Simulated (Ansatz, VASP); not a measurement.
## One calculation of B, two programs

File INCAR:

```
PREC     = Accurate       # precision mode
ENCUT    = 520            # plane-wave cutoff, eV
EDIFF    = 1E-7           # SCF threshold, eV
ISMEAR   = -1             # smearing method
SIGMA    = 0.1            # smearing width, eV
LREAL    = False          # projectors in reciprocal space
LASPH    = True           # aspherical terms in the spheres
NELM     = 100            # most SCF steps
ALGO     = Normal         # electronic algorithm
ISIF     = 2              # what is computed and relaxed
LWAVE    = False          # write WAVECAR
LCHARG   = False          # write CHGCAR
GGA      = CA             # functional
NBANDS   = 10             # bands
```

The input KPOINTS:

```
regular mesh
0
Gamma
  22 22 13
```

File POSCAR:

```
B
1.0
   -2.5571883979      2.7498418063      0.8280816925
    2.7498418063     -2.5571883979      0.8280816925
    2.0427036885      2.0427036885     -0.4752366221
B
2
Direct
    0.0679677043      0.9320322957      0.0000000000
    0.6820322957      0.3179677043      0.5000000000
```

Input for Ansatz:

```yaml
crystal:
  lattice:
    - [-2.5571883979, 2.7498418063, 0.8280816925]
    - [2.7498418063, -2.5571883979, 0.8280816925]
    - [2.0427036885, 2.0427036885, -0.4752366221]
  atoms:
    - { symbol: B, position: [0.0679677043, 0.9320322957, 0.0] }
    - { symbol: B, position: [0.6820322957, 0.3179677043, 0.5] }
hamiltonian:
  xc: lda
  pseudopotentials:
    kind: paw
    azcp:
      B: "pseudopotentials/B.paw.azcp"
basis:
  ecutwfc: 420
  fft_grid_basis: typed
kpoints:
  mp_grid: { grid: [22, 22, 13], shift: [0, 0, 0] }
magnetization:
  spin_polarized: false
scf:
  occupations: { method: fermi_dirac, width: 0.1 }
  lower_state_search: "off"
output:
  stress: true
```

Alike in both runs: task single point; functional LDA; k mesh 22 × 22 × 13; occupations fermi-dirac, width 0.1 eV; no spin polarisation.

```csv
,VASP,Ansatz
version,VASP 6.6.1,Ansatz 0.2.0
potentials or method,"VASP PAW LDA potentials, release 64 (B), cutoff 520 eV","plane waves (420 eV) with PAW, scalar-relativistic"
valence electrons in the cell,6,6
```

Ansatz gave:

| Property | Result |
| --- | --- |
| pressure (GPa) | -19.0 |
| traceless stress, the component that is largest in VASP (GPa) | -16.21 |

Task: What did VASP give for the same quantities?

Result: Pressure (GPa): -18.9; traceless stress, the component that is largest in VASP (GPa): -16.15.

Ansatz warns that its potentials were made for another functional, while VASP's fit it. LDA's correlation is that of Perdew and Zunger in VASP and of Perdew and Wang (1992) in Ansatz.
